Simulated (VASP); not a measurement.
Wanted: the native input for a VASP 6.6.1 run.

| Quantity | Value |
| --- | --- |
| Task | single point |
| Functional | PBE |
| Potentials or basis | VASP PAW PBE potentials, release 64 (Cs_sv, W_sv) |
| Cutoff | 520 eV |
| k mesh | 4 × 4 × 4 |
| Occupations | gaussian, width 0.1 eV |
| Spin | no spin polarisation |
| Dipole correction | no |
| Further INCAR settings | ALGO = Normal; EDIFF = 1e-06; NBANDS = 34 |

The structure of CsW3 lies in POSCAR:

```
CsW3
1.0
   -2.9273962400      2.9273962400      2.9273962400
    2.9273962400     -2.9273962400      2.9273962400
    2.9273962400      2.9273962400     -2.9273962400
Cs W
1 3
Direct
    0.0000000000      0.0000000000      0.0000000000
    0.0000000000      0.5000000000      0.5000000000
    0.5000000000      0.0000000000      0.5000000000
    0.5000000000      0.5000000000      0.0000000000
```

These files were run (other wordings do the same):

INCAR

```
ALGO     = Normal         # electronic algorithm
EDIFF    = 1E-6           # SCF threshold, eV
ENCUT    = 520            # plane-wave cutoff, eV
GGA      = PE             # functional
ISIF     = 2              # what is computed and relaxed
ISMEAR   = 0              # smearing method
LASPH    = T              # aspherical terms in the spheres
LCHARG   = F              # write CHGCAR
LREAL    = F              # projectors in reciprocal space
LWAVE    = F              # write WAVECAR
NBANDS   = 34             # bands
NELM     = 80             # most SCF steps
PREC     = Accurate       # precision mode
SIGMA    = 0.1            # smearing width, eV
```

KPOINTS

```
k-points
0
Gamma
  4 4 4
```

Potentials or basis: VASP PAW PBE potentials, release 64 (Cs_sv, W_sv).

Command:

```console
$ cat potpaw_PBE.64/Cs_sv/POTCAR potpaw_PBE.64/W_sv/POTCAR > POTCAR
$ mpirun -np 1 vasp_std > vasp.out
```

It gave:

| Property | Result |
| --- | --- |
| Pressure | -14.5 GPa |

Caveat: the k points lie up to 0.38 Å⁻¹ apart.

Wall time 16 s on 1 thread of Intel(R) Xeon(R) 6975P-C (Granite Rapids), with other jobs on the host, peak memory 0.24 GiB.
